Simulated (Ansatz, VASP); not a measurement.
# One calculation of Ir, two programs

The input INCAR:

```
SYSTEM = Ir
PREC = Accurate ; ENCUT = 520
EDIFF = 1E-6 ; ISMEAR = -1
SIGMA = 0.1 ; LREAL = .FALSE.
LASPH = .TRUE. ; NELM = 80
ALGO = Normal ; ISIF = 2
LWAVE = .FALSE. ; LCHARG = .TRUE.
GGA = CA ; LELF = .TRUE.
LVHAR = .TRUE. ; NBANDS = 10
```

Contents of KPOINTS:

```
Automatic mesh
0
G
  16 16 16
  0 0 0
```

POSCAR

```
Ir
1.0
   -1.5096907167      1.5096907167      1.5096907167
    1.5096907167     -1.5096907167      1.5096907167
    1.5096907167      1.5096907167     -1.5096907167
Ir
1
Direct
    0.0000000000      0.0000000000      0.0000000000
```

Input for Ansatz:

```yaml
crystal:
  lattice:
    - [-1.5096907167, 1.5096907167, 1.5096907167]
    - [1.5096907167, -1.5096907167, 1.5096907167]
    - [1.5096907167, 1.5096907167, -1.5096907167]
  atoms:
    - { symbol: Ir, position: [0.0, 0.0, 0.0] }
hamiltonian:
  xc: lda
  pseudopotentials:
    kind: paw
    azcp:
      Ir: "pseudopotentials/Ir.paw.azcp"
basis:
  ecutwfc: 420
  fft_grid_basis: typed
kpoints:
  mp_grid: { grid: [16, 16, 16], shift: [0, 0, 0] }
magnetization:
  spin_polarized: false
scf:
  occupations: { method: fermi_dirac, width: 0.1 }
  lower_state_search: "off"
output:
  stress: true
```

Alike in both runs: task single point; functional LDA; k mesh 16 × 16 × 16; occupations fermi-dirac, width 0.1 eV; no spin polarisation.

|  | VASP | Ansatz |
| --- | --- | --- |
| version | VASP 6.6.1 | Ansatz 0.2.0 |
| potentials or method | VASP PAW LDA potentials, release 64 (Ir), cutoff 520 eV | plane waves (420 eV) with PAW, scalar-relativistic |
| valence electrons in the cell | 9 | 17 |

Ansatz gave:

```
pressure (GPa) : 16.3
```

Task: What did VASP give for the same quantities?

Result: Pressure (GPa): 19.1.

Ansatz warns that its potentials were made for another functional, while VASP's fit it. LDA's correlation is that of Perdew and Zunger in VASP and of Perdew and Wang (1992) in Ansatz. VASP's potentials hold 9 valence electrons a cell and Ansatz's 17, so a difference there can come from the potentials and not from the codes.

Spin-orbit coupling is off throughout.
